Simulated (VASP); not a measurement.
# NaH (P4mm) in VASP: further runs

NaH is run at these levels: r2SCAN; tasks: single point.

All numbers are computed with VASP 6.6.1; they aren't measurements. Logs are shortened: lines on timing, memory, paths and dates and some standing lists are left out, and cuts for length are marked.

## 1. The cell of the first run

Symmetry: P4mm, No. 99, tetragonal system. Conventional cell: a = 2.955 Å, b = 2.955 Å, c = 2.955 Å, α = 90.00°, β = 90.00°, γ = 90.00°. Na (site symmetry 4mm) has 8 H at 2.54 to 2.57 Å and 6 Na at 2.96 Å within 3.4 Å. Within 3.4 Å of H (site symmetry 4mm) lie 8 Na at 2.54 to 2.57 Å and 6 H at 2.96 Å.

## 2. Single point, r2SCAN (all Na atoms moved +0.025 Å, as atom 1 along Cartesian [0 1 0])

Contents of POSCAR:

```
NaH
1.0
    2.9551240000      0.0000000000      0.0000000000
    0.0000000000      2.9551240000      0.0000000000
    0.0000000000      0.0000000000      2.9551240000
Na H
1 1
Direct
    0.0000000000      0.0084598819      0.0000000000
    0.5000000000      0.5000000000      0.5000000000
```

Contents of INCAR.step1:

```
SYSTEM = NaH
  PREC = Accurate
  ENCUT = 520
  ISMEAR = 0
  SIGMA = 0.05
  LREAL = .FALSE.
  LASPH = .TRUE.
  NELM = 80
  NBANDS = 11
  GGA = PE
  ALGO = Normal
  EDIFF = 1E-4
  LWAVE = .TRUE.
  LCHARG = .FALSE.
```

Contents of INCAR.step2:

```
SYSTEM = NaH
  PREC = Accurate
  ENCUT = 520
  EDIFF = 1E-7
  ISMEAR = 0
  SIGMA = 0.05
  LREAL = .FALSE.
  LASPH = .TRUE.
  NELM = 80
  ALGO = Normal
  ISIF = 2
  LWAVE = .FALSE.
  LCHARG = .FALSE.
  METAGGA = R2SCAN
  LMIXTAU = .TRUE.
  NBANDS = 11
  ISTART = 1
```

Contents of KPOINTS:

```
Automatic mesh
0
G
  10 10 10
  0 0 0
```

Potentials or basis: VASP PAW PBE potentials, release 64 (Na_pv, H).

The run is started by

```bash
$ cat potpaw_PBE.64/Na_pv/POTCAR potpaw_PBE.64/H/POTCAR > POTCAR
$ cp INCAR.step1 INCAR
$ mpirun -np 1 vasp_std > vasp.out
$ cp INCAR.step2 INCAR
$ mpirun -np 1 vasp_std > vasp.out
```

OUTCAR:

```text
SYSTEM = NaH
   PREC = Accurate
   ENCUT = 520
   EDIFF = 1E-7
   ISMEAR = 0
   LREAL = .FALSE.
   LASPH = .TRUE.
   NELM = 80
   ISIF = 2
   METAGGA = R2SCAN
   ISTART = 1

 ion  position               nearest neighbor table
   1  0.000  0.008  0.000-
   2  0.500  0.500  0.500-

  LATTYP: Found a simple cubic cell.
 ALAT       =     2.9551240000

  Lattice vectors:

 A1 = (   2.9551240000,   0.0000000000,   0.0000000000)
 A2 = (   0.0000000000,   2.9551240000,   0.0000000000)
 A3 = (   0.0000000000,   0.0000000000,   2.9551240000)

Analysis of symmetry for initial positions (statically):
=====================================================================
 Subroutine PRICEL returns:
 Original cell was already a primitive cell.

 Routine SETGRP: Setting up the symmetry group for a
 simple cubic supercell.

 Subroutine GETGRP returns: Found  8 space group operations
 (whereof  8 operations were pure point group operations)
 out of a pool of 48 trial point group operations.

The static configuration has the point symmetry C_4v.

Analysis of symmetry for dynamics (positions and initial velocities):
=====================================================================
 Subroutine PRICEL returns:
 Original cell was already a primitive cell.

 Routine SETGRP: Setting up the symmetry group for a
 simple cubic supercell.

 Subroutine GETGRP returns: Found  8 space group operations
 (whereof  8 operations were pure point group operations)
 out of a pool of 48 trial point group operations.

The dynamic configuration has the point symmetry C_4v.

 Subroutine INISYM returns: Found  8 space group operations
 (whereof  8 operations are pure point group operations),
 and found     1 'primitive' translations

----------------------------------------------------------------------------------------

                                     Primitive cell

  volume of cell :      25.8064

  direct lattice vectors                    reciprocal lattice vectors
     2.955124000  0.000000000  0.000000000     0.338395275  0.000000000  0.000000000
     0.000000000  2.955124000  0.000000000     0.000000000  0.338395275  0.000000000
     0.000000000  0.000000000  2.955124000     0.000000000  0.000000000  0.338395275

  length of vectors
     2.955124000  2.955124000  2.955124000     0.338395275  0.338395275  0.338395275

  position of ions in fractional coordinates (direct lattice)
     0.000000000  0.008459882  0.000000000
     0.500000000  0.500000000  0.500000000

  ion indices of the primitive-cell ions
   primitive index   ion index
                 1           1
                 2           2

----------------------------------------------------------------------------------------

 KPOINTS: Automatic mesh

Automatic generation of k-mesh.
 Grid dimensions read from file:
 generate k-points for:   10   10   10

 Generating k-lattice:

  Cartesian coordinates                     Fractional coordinates (reciprocal lattice)
     0.033839528  0.000000000  0.000000000     0.100000000  0.000000000  0.000000000
     0.000000000  0.033839528  0.000000000     0.000000000  0.100000000  0.000000000
     0.000000000  0.000000000  0.033839528     0.000000000  0.000000000  0.100000000

  Length of vectors
     0.033839528  0.033839528  0.033839528

  Shift w.r.t. Gamma in fractional coordinates (k-lattice)
     0.000000000  0.000000000  0.000000000

 Subroutine IBZKPT returns following result:
 ===========================================

 Found    126 irreducible k-points:

 Following reciprocal coordinates:
            Coordinates               Weight
  0.000000  0.000000  0.000000      1.000000
  0.100000  0.000000  0.000000      4.000000
  0.000000  0.100000  0.000000      2.000000
  0.200000  0.000000  0.000000      4.000000
  0.000000  0.200000  0.000000      2.000000
  0.300000  0.000000  0.000000      4.000000
[... 16 lines left out ...]
  0.500000  0.100000  0.000000      4.000000
  0.000000  0.500000  0.100000      4.000000
 [... further k-points ...]
   k-points           NKPTS =    126   k-points in BZ     NKDIM =    126   number of bands    NBANDS=     11
   number of dos      NEDOS =    301   number of ions     NIONS =      2
   total plane-waves  NPLWV =  13824
   dimension x,y,z NGX =    24 NGY =   24 NGZ =   24
   dimension x,y,z NGXF=    48 NGYF=   48 NGZF=   48
   ions per type =               1   1
   NGX,Y,Z   is equivalent  to a cutoff of  13.50, 13.50, 13.50 a.u.
   NGXF,Y,Z  is equivalent  to a cutoff of  27.00, 27.00, 27.00 a.u.
 SYSTEM =  NaH
   PREC   = accura    normal or accurate (medium, high low for compatibility)
   ISTART =      1    job   : 0-new  1-cont  2-samecut
   ICHARG =      0    charge: 1-file 2-atom 10-const
   ISPIN  =      1    spin polarized calculation?
   LNONCOLLINEAR =      F non collinear calculations
   LSORBIT =      F    spin-orbit coupling
   LASPH  =      T    aspherical Exc in radial PAW
   ENCUT  =  520.0 eV  38.22 Ry    6.18 a.u.   5.49  5.49  5.49*2*pi/ulx,y,z
   NELM   =     80;   NELMIN=  2; NELMDL=  0     # of ELM steps
   EDIFF  = 0.1E-06   stopping-criterion for ELM
   LREAL  =      F    real-space projection
   EDIFFG = 0.1E-05   stopping-criterion for IOM
   NSW    =      0    number of steps for IOM
   IBRION =     -1    ionic relax: 0-MD 1-quasi-New 2-CG
   NFREE  =      0    steps in history (QN), initial steepest desc. (CG)
   ISIF   =      2    stress and relaxation
   ISYM   =      2    0-nonsym 1-usesym 2-fastsym
   POTIM  = 0.5000    time-step for ionic-motion
   TEBEG  =    0.0;   TEEND  =   0.0 temperature during run
   PSTRESS=    0.0 pullay stress
   NELECT =       8.0000    total number of electrons
   NUPDOWN=      -1.0000    fix difference up-down
   EMIN   =  10.00;   EMAX   =-10.00  energy-range for DOS
   EFERMI =   0.00;   METHOD = LEGACY
   ISMEAR =     0;   SIGMA  =   0.05  broadening in eV -4-tet -1-fermi 0-gaus
   EFERMI_NEDOS =   21; number of points for ismear=-14 and -15
   IALGO  =     38    algorithm
   IMIX   =      4    mixing-type and parameters
     AMIX     =   0.40;   BMIX     =  1.00
     AMIX_MAG =   1.60;   BMIX_MAG =  1.00
  volume/ion in A,a.u.               =      12.90        87.08
  Fermi-wavevector in a.u.,A,eV,Ry     =   1.107973  2.093765 16.702564  1.227604
  Thomas-Fermi vector in A             =   2.244494
   LORBIT       =      0    0 simple, 1 ext, 2 COOP (PROOUT), +10 PAW based schemes
   METAGGA = R2SCAN    functional components
   LHFCALC =     F    Hartree Fock is set to
   AEXX    =    0.0000 exact exchange contribution
   IVDW    =     0    specifies the selected vdW correction
   LEPSILON=     F    determine dielectric tensor
   LRPA    =     F    only Hartree local field effects (RPA)
 non-spin polarized calculation
 Gauss-broadening in eV      SIGMA  =   0.05
  energy-cutoff  :      520.00
  volume of cell :       25.81
 maximum number of plane-waves:       739
 NGX is ok and might be reduce to    24
   NGX = 11   NGY = 11   NGZ = 11

 number of electron       8.0000000 magnetization

 Free energy of the ion-electron system (eV)
  ---------------------------------------------------
  ext. energy  EPLUGINS =         0.00000000
  ---------------------------------------------------
  free energy    TOTEN  =        -7.29155343 eV

  energy without entropy =       -7.29155343  energy(sigma->0) =       -7.29155343

 E-fermi :   1.3177     XC(G=0):  -8.5622

 val. band max:        1.0569266505   @ k =   0.5000   0.5000   0.5000
 cond. band min:       2.6614392553   @ k =   0.0000   0.5000   0.0000
 fundamental gap:      1.6045126048
 Fermi energy:         1.3176829884

 k-point     1 :       0.0000    0.0000    0.0000
  band No.  band energies     occupation
      1     -24.4219      2.00000
      2     -24.4219      2.00000
      3     -24.4217      2.00000
      4      -4.9008      2.00000
      5      10.7387      0.00000
      6      12.6412      0.00000
      7      12.6423      0.00000
      8      14.3442      0.00000
      9      14.3442      0.00000
     10      14.3512      0.00000
     11      27.5820      0.00000

 k-point     2 :       0.1000    0.0000    0.0000
  band No.  band energies     occupation
      1     -24.4380      2.00000
      2     -24.4205      2.00000
      3     -24.4203      2.00000
      4      -4.7427      2.00000
      5       9.6418      0.00000
      6      11.7916      0.00000
      7      12.8098      0.00000
      8      14.4574      0.00000
      9      14.4610      0.00000
     10      16.6798      0.00000
     11      26.2022      0.00000

 k-point     3 :       0.0000    0.1000    0.0000
  band No.  band energies     occupation
      1     -24.4378      2.00000
      2     -24.4205      2.00000
      3     -24.4205      2.00000
      4      -4.7427      2.00000
      5       9.6408      0.00000
      6      11.7941      0.00000
      7      12.8106      0.00000
      8      14.4574      0.00000
      9      14.4574      0.00000
     10      16.6811      0.00000
     11      26.2027      0.00000

 k-point     4 :       0.2000    0.0000    0.0000
  band No.  band energies     occupation
      1     -24.4798      2.00000
      2     -24.4168      2.00000
      3     -24.4166      2.00000
      4      -4.2849      2.00000
      5       7.2621      0.00000
      6      11.9595      0.00000
      7      13.3098      0.00000
      8      14.7876      0.00000
      9      14.7915      0.00000
     10      20.0034      0.00000
     11      24.0988      0.00000

 k-point     5 :       0.0000    0.2000    0.0000
  band No.  band energies     occupation
      1     -24.4797      2.00000
      2     -24.4168      2.00000
      3     -24.4168      2.00000
      4      -4.2849      2.00000
      5       7.2615      0.00000
      6      11.9625      0.00000
      7      13.3106      0.00000
      8      14.7875      0.00000
      9      14.7875      0.00000
     10      20.0040      0.00000
     11      24.0996      0.00000
[... 211 lines left out ...]
 k-point    21 :       0.0000    0.4000    0.1000
  band No.  band energies     occupation
      1     -24.5696      2.00000
      2     -24.4234      2.00000
      3     -24.4073      2.00000
      4      -2.6977      2.00000
      5       3.5312      0.00000
      6      11.6519      0.00000
      7      14.3461      0.00000
      8      16.0216      0.00000
      9      16.6522      0.00000
     10      19.5341      0.00000
     11      20.8452      0.00000

 k-point    22 :       0.1000    0.0000    0.4000
  band No.  band energies     occupation
      1     -24.5697      2.00000
      2     -24.4234      2.00000
      3     -24.4071      2.00000
      4      -2.6976      2.00000
      5       3.5315      0.00000
      6      11.6494      0.00000
      7      14.3469      0.00000
      8      16.0188      0.00000
      9      16.6574      0.00000
     10      19.5338      0.00000
     11      20.8437      0.00000

 k-point    23 :       0.5000    0.1000    0.0000
  band No.  band energies     occupation
      1     -24.5852      2.00000
      2     -24.4217      2.00000
      3     -24.4059      2.00000
      4      -2.3177      2.00000
      5       2.8426      0.00000
      6      11.9248      0.00000
      7      15.1298      0.00000
      8      15.7390      0.00000
      9      16.3254      0.00000
     10      20.1579      0.00000
     11      20.2679      0.00000

 k-point    24 :       0.0000    0.5000    0.1000
  band No.  band energies     occupation
      1     -24.5851      2.00000
      2     -24.4218      2.00000
      3     -24.4059      2.00000
      4      -2.3178      2.00000
      5       2.8424      0.00000
      6      11.9274      0.00000
      7      15.1289      0.00000
      8      15.7378      0.00000
      9      16.3251      0.00000
     10      20.1581      0.00000
     11      20.2683      0.00000

 [... further k-points ...]
[... 5 lines left out ...]
  --------------------------------------------------------------------------------------
  -------------------------------------------------------------------------------------
  Total       -0.1354825     -0.1198298     -0.1354825     -0.0000000     -0.0000000     -0.0000000
  in kB       -8.4113692     -7.4395794     -8.4113692     -0.0000000     -0.0000000     -0.0000000
  external PRESSURE =      -8.0874392 kB  Pullay stress =       0.0000000 kB

 VOLUME and BASIS-vectors are now :
 -----------------------------------------------------------------------------
  energy-cutoff  :      520.00
  volume of cell :       25.81
      direct lattice vectors                 reciprocal lattice vectors
     2.955124000  0.000000000  0.000000000     0.338395275  0.000000000  0.000000000
     0.000000000  2.955124000  0.000000000     0.000000000  0.338395275  0.000000000
     0.000000000  0.000000000  2.955124000     0.000000000  0.000000000  0.338395275

 POSITION                                       TOTAL-FORCE (eV/Angst)
 -----------------------------------------------------------------------------------
      0.00000      0.02500      0.00000        -0.000000     -0.021684      0.000000
      1.47756      1.47756      1.47756         0.000000      0.021684     -0.000000
 -----------------------------------------------------------------------------------
    total drift:                               -0.000000     -0.019518     -0.000003

  FREE ENERGIE OF THE ION-ELECTRON SYSTEM (eV)
  ---------------------------------------------------
  free  energy   TOTEN  =        -7.2915534298 eV

  energy  without entropy=       -7.2915534298  energy(sigma->0) =       -7.29155343
```

It took 31 s on 1 thread of Intel Xeon 6975P-C (Granite Rapids), shared host; peak memory 0.16 GiB.

What came out:

- Free energy: -7.2916 eV
- Pressure: -0.8 GPa
- Largest force: 0.022 eV/Å
- Band gap on the k mesh: 1.60 eV, indirect (least direct gap 5.10 eV)

Forces in eV/Å, atoms in the order of the input:
```
Na   0.000 -0.022  0.000
H    0.000  0.022  0.000
```

Stress tensor (GPa, compression positive):
```
-0.84  0.00  0.00
 0.00 -0.74  0.00
 0.00  0.00 -0.84
```

Caveat: the cell differs from its parent crystal (all Na atoms moved +0.025 Å, as atom 1 along Cartesian [0 1 0]); the PAW data sets were made with another functional, which shifts forces and pressure a little. A k mesh can miss the band edges.

## 3. Single point, r2SCAN (all Na atoms moved +0.087 Å, as atom 1 along Cartesian [0 1 0])

Edit POSCAR of step 2 so:

```diff
@@ -8,3 +8,3 @@
 Direct
-    0.0000000000      0.0084598819      0.0000000000
+    0.0000000000      0.0296095866      0.0000000000
     0.5000000000      0.5000000000      0.5000000000
```

Contents of INCAR.step1:

```
SYSTEM = NaH
ALGO = Normal
EDIFF = 1E-4
ENCUT = 520
GGA = PE
ISMEAR = 0
LASPH = .TRUE.
LCHARG = .FALSE.
LREAL = .FALSE.
LWAVE = .TRUE.
NBANDS = 11
NELM = 100
PREC = Accurate
SIGMA = 0.05
```

Contents of INCAR.step2:

```
SYSTEM = NaH
ALGO = Normal
EDIFF = 1E-6
ENCUT = 520
ISIF = 2
ISMEAR = 0
ISTART = 1
LASPH = .TRUE.
LCHARG = .FALSE.
LMIXTAU = .TRUE.
LREAL = .FALSE.
LWAVE = .FALSE.
METAGGA = R2SCAN
NBANDS = 11
NELM = 100
PREC = Accurate
SIGMA = 0.05
```

Contents of KPOINTS:

```
k-points
0
G
  10 10 10
  0 0 0
```

Potentials or basis: VASP PAW PBE potentials, release 64 (Na_pv, H).

The run is started by

```bash
$ cat potpaw_PBE.64/Na_pv/POTCAR potpaw_PBE.64/H/POTCAR > POTCAR
$ cp INCAR.step1 INCAR
$ mpirun -np 1 vasp_std > vasp.out
$ cp INCAR.step2 INCAR
$ mpirun -np 1 vasp_std > vasp.out
```

It took 28 s on 1 thread of Intel Xeon 6975P-C (Granite Rapids), shared host; peak memory 0.15 GiB.

Results (log left out):

```yaml
Free_energy: -7.2899 eV
Pressure: -0.7 GPa
Largest_force: 0.050 eV/Å
Band_gap_on_the_k_mesh: 1.61 eV, indirect (least direct gap 5.09 eV)
```

Forces on the atoms (eV/Å):
```
Na   0.000 -0.050  0.000
H    0.000  0.050  0.000
```

Stress tensor (GPa, compression positive):
```
-0.78  0.00  0.00
 0.00 -0.66  0.00
 0.00  0.00 -0.78
```

Levels at points of the mesh, in eV from the valence-band top:
| k point | band 1 | band 2 | band 3 | band 4 | band 5 | band 6 | band 7 | band 8 | band 9 |
| --- | --- | --- | --- | --- | --- | --- | --- | --- | --- |
| (0.00, 0.00, 0.00) | -25.47 | -25.47 | -25.47 | -5.95 | 9.65 | 11.57 | 11.59 | 13.30 | 13.30 |
| (0.50, 0.00, 0.00) | -25.63 | -25.45 | -25.45 | -3.48 | 1.61 | 11.93 | 14.79 | 15.10 | 15.15 |
| (0.00, 0.50, 0.00) | -25.63 | -25.45 | -25.45 | -3.48 | 1.61 | 11.97 | 14.79 | 15.10 | 15.10 |
| (0.50, 0.50, 0.00) | -25.61 | -25.60 | -25.44 | -1.81 | 4.82 | 4.83 | 7.75 | 15.68 | 19.29 |
| (0.50, 0.00, 0.50) | -25.60 | -25.60 | -25.44 | -1.81 | 4.82 | 4.82 | 7.76 | 15.68 | 19.42 |
| (0.50, 0.50, 0.50) | -25.58 | -25.58 | -25.58 | 0.00 | 7.29 | 7.29 | 7.30 | 10.10 | 10.10 |

Caveat: the cell differs from its parent crystal (all Na atoms moved +0.087 Å, as atom 1 along Cartesian [0 1 0]); the PAW data sets were made with another functional, which shifts forces and pressure a little.

(Continued in part 2 of 2.)
